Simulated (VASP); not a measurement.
# MgI2 (P-3m1) in VASP: notebook, part 2 of 2

VASP 6.6.1. The steps go on from the part before.

## (3) Single point, r2SCAN

Contents of POSCAR:

```
MgI2
1.0
    4.1572130612      0.0000000000      0.0000000000
   -2.0786065306      3.6002521199      0.0000000000
    0.0000000000      0.0000000000      6.8733253065
Mg I
1 2
Direct
    0.0000000000      0.0000000000      0.0000000000
    0.3333333333      0.6666666667      0.2426220900
    0.6666666667      0.3333333333      0.7573779100
```

Contents of INCAR.step1:

```
SYSTEM = MgI2
PREC = Accurate ; ENCUT = 660
ISMEAR = -5 ; SIGMA = 0.1
LREAL = .False. ; LASPH = .True.
NELM = 120 ; NBANDS = 15
GGA = PE ; ALGO = Normal
EDIFF = 1E-5 ; LWAVE = .True.
LCHARG = .False. ; GGA_COMPAT = .False.
```

Contents of INCAR.step2:

```
SYSTEM = MgI2
PREC = Accurate ; ENCUT = 660
EDIFF = 1E-6 ; ISMEAR = -5
SIGMA = 0.1 ; LREAL = .False.
LASPH = .True. ; NELM = 120
ALGO = Normal ; ISIF = 2
LWAVE = .False. ; LCHARG = .False.
METAGGA = R2SCAN ; LMIXTAU = .True.
NBANDS = 15 ; ISTART = 1
GGA_COMPAT = .False.
```

Contents of KPOINTS:

```
regular mesh
0
Gamma
  6 6 4
  0 0 0
```

Potentials or basis: VASP PAW PBE potentials, release 64 (Mg, I).

On the command line:

```console
cat potpaw_PBE.64/Mg/POTCAR potpaw_PBE.64/I/POTCAR > POTCAR
cp INCAR.step1 INCAR
mpirun -np 1 vasp_std > vasp.out
cp INCAR.step2 INCAR
mpirun -np 1 vasp_std > vasp.out
```

OUTCAR:

```text
SYSTEM = MgI2
   PREC = Accurate
   ENCUT = 660
   EDIFF = 1E-6
   ISMEAR = -5
   LREAL = .False.
   LASPH = .True.
   NELM = 120
   ISIF = 2
   METAGGA = R2SCAN
   ISTART = 1

 ion  position               nearest neighbor table
   1  0.000  0.000  0.000-   2 2.92   3 2.92   2 2.92   3 2.92   3 2.92   2 2.92
   2  0.333  0.667  0.243-   1 2.92   1 2.92   1 2.92
   3  0.667  0.333  0.757-   1 2.92   1 2.92   1 2.92

  LATTYP: Found a hexagonal cell.
 ALAT       =     4.1572130612
 C/A-ratio  =     1.6533493004

  Lattice vectors:

 A1 = (   4.1572130612,   0.0000000000,   0.0000000000)
 A2 = (  -2.0786065306,   3.6002521199,   0.0000000000)
 A3 = (   0.0000000000,   0.0000000000,   6.8733253065)

Analysis of symmetry for initial positions (statically):
=====================================================================
 Subroutine PRICEL returns:
 Original cell was already a primitive cell.

 Routine SETGRP: Setting up the symmetry group for a
 hexagonal supercell.

 Subroutine GETGRP returns: Found 12 space group operations
[... 183 lines left out ...]
      6       1.9115      2.00000
      7       1.9115      2.00000
      8       2.0028      2.00000
      9       6.4826      0.00000
     10       7.4177      0.00000
     11       9.2851      0.00000
     12       9.2851      0.00000
     13      10.1034      0.00000
     14      10.7543      0.00000
[... 401 lines left out ...]
      2      -9.5132      2.00000
      3      -1.1729      2.00000
      4      -0.8163      2.00000
      5      -0.8163      2.00000
      6      -0.2529      2.00000
      7       1.4306      2.00000
      8       1.4306      2.00000
      9       7.4323      0.00000
     10       8.3713      0.00000
     11       8.3713      0.00000
     12       9.8468      0.00000
     13      10.9598      0.00000
     14      11.2240      0.00000
     15      11.4512      0.00000

------------------------ aborting loop because EDIFF is reached ----------------------------------------

  FORCE on cell =-STRESS in cart. coord.  units (eV):
  Direction    XX          YY          ZZ          XY          YZ          ZX
  --------------------------------------------------------------------------------------
  -------------------------------------------------------------------------------------
  Total        0.3213380      0.3213380      0.3642404      0.0000000      0.0000000      0.0000000
  in kB        5.0046139      5.0046139      5.6727886      0.0000000      0.0000000      0.0000000
  external PRESSURE =       5.2273388 kB  Pullay stress =       0.0000000 kB

 VOLUME and BASIS-vectors are now :
 -----------------------------------------------------------------------------
  energy-cutoff  :      660.00
  volume of cell :      102.87
      direct lattice vectors                 reciprocal lattice vectors
     4.157213061  0.000000000  0.000000000     0.240545766  0.138879163  0.000000000
    -2.078606531  3.600252120  0.000000000     0.000000000  0.277758325  0.000000000
     0.000000000  0.000000000  6.873325306     0.000000000  0.000000000  0.145489986

 POSITION                                       TOTAL-FORCE (eV/Angst)
 -----------------------------------------------------------------------------------
      0.00000      0.00000      0.00000        -0.000000      0.000000     -0.000000
     -0.00000      2.40017      1.66762         0.000000     -0.000000     -0.044129
      2.07861      1.20008      5.20570        -0.000000      0.000000      0.044129
 -----------------------------------------------------------------------------------
    total drift:                               -0.000000      0.000000     -0.000000

  FREE ENERGIE OF THE ION-ELECTRON SYSTEM (eV)
  ---------------------------------------------------
  free  energy   TOTEN  =       -56.9284213809 eV

  energy  without entropy=      -56.9284213809  energy(sigma->0) =      -56.92842138
```

OUTCAR.step1:

```text
SYSTEM = MgI2
   PREC = Accurate
   ENCUT = 660
   ISMEAR = -5
   LREAL = .False.
   LASPH = .True.
   NELM = 120
[... 656 lines left out ...]
      0.00000      0.00000      0.00000        -0.000000      0.000000      0.000000
     -0.00000      2.40017      1.66762         0.000000     -0.000000      0.000531
      2.07861      1.20008      5.20570        -0.000000      0.000000     -0.000531
 -----------------------------------------------------------------------------------
    total drift:                               -0.000000      0.000000      0.000000

  FREE ENERGIE OF THE ION-ELECTRON SYSTEM (eV)
  ---------------------------------------------------
  free  energy   TOTEN  =        -7.6982099306 eV

  energy  without entropy=       -7.6982099306  energy(sigma->0) =       -7.69820993
```

OSZICAR.step1:

```text
N       E                     dE             d eps       ncg     rms          rms(c)
DAV:   1     0.829191708351E+02    0.82919E+02   -0.65949E+03   720   0.102E+03
DAV:   2    -0.119109073537E+01   -0.84110E+02   -0.77700E+02   987   0.145E+02
DAV:   3    -0.772389984661E+01   -0.65328E+01   -0.65081E+01   958   0.450E+01
DAV:   4    -0.784854841763E+01   -0.12465E+00   -0.12463E+00   970   0.725E+00
DAV:   5    -0.785027506675E+01   -0.17266E-02   -0.17266E-02   988   0.795E-01    0.400E+00
DAV:   6    -0.772371314238E+01    0.12656E+00   -0.11104E-01   804   0.171E+00    0.273E+00
DAV:   7    -0.769982201036E+01    0.23891E-01   -0.12035E-01   902   0.174E+00    0.742E-01
DAV:   8    -0.769806978369E+01    0.17522E-02   -0.76786E-03   804   0.501E-01    0.267E-01
DAV:   9    -0.769821900459E+01   -0.14922E-03   -0.10242E-03   965   0.191E-01    0.978E-02
DAV:  10    -0.769820414600E+01    0.14859E-04   -0.37297E-05   909   0.428E-02    0.360E-02
DAV:  11    -0.769820993056E+01   -0.57846E-05   -0.13030E-05   805   0.234E-02
   1 F= -.76982099E+01 E0= -.76982099E+01  d E =0.000000E+00
```

Wall time 2.8 min (1 thread of AMD EPYC 9R45 (Zen 5), shared host); peak memory 0.28 GiB.

Results:

- Free energy: -56.9284 eV
- Pressure: 0.5 GPa
- Largest force: 0.044 eV/Å
- Band gap on the k mesh: 4.10 eV, indirect (least direct gap 4.48 eV)

Forces on the atoms (eV/Å):
```
Mg   0.000  0.000  0.000
I    0.000  0.000 -0.044
I    0.000  0.000  0.044
```

Levels at points of the mesh, in eV from the valence-band top:
```
           k point  band 4  band 5  band 6  band 7  band 8  band 9  band 10  band 11  band 12  band 13
(0.00, 0.00, 0.00)   -0.49   -0.49   -0.09   -0.09    0.00    4.48     5.41     7.28     7.28     8.10
(0.50, 0.00, 0.00)   -2.86   -1.90   -1.43   -0.92   -0.49    4.19     5.96     6.01     7.52     8.66
(0.00, 0.00, 0.50)   -1.46   -0.39   -0.39   -0.20   -0.20    5.40     5.53     7.09     7.09     8.39
(0.50, 0.00, 0.50)   -3.26   -1.25   -1.15   -0.83   -0.73    4.13     5.76     6.23     6.62     8.36
```

Caveat: the PAW data sets were made with another functional, which shifts forces and pressure a little; spin-orbit coupling is left out, which moves the levels of the heavy elements. r2SCAN opens gaps a little over a GGA but as a rule still falls short of measured ones.
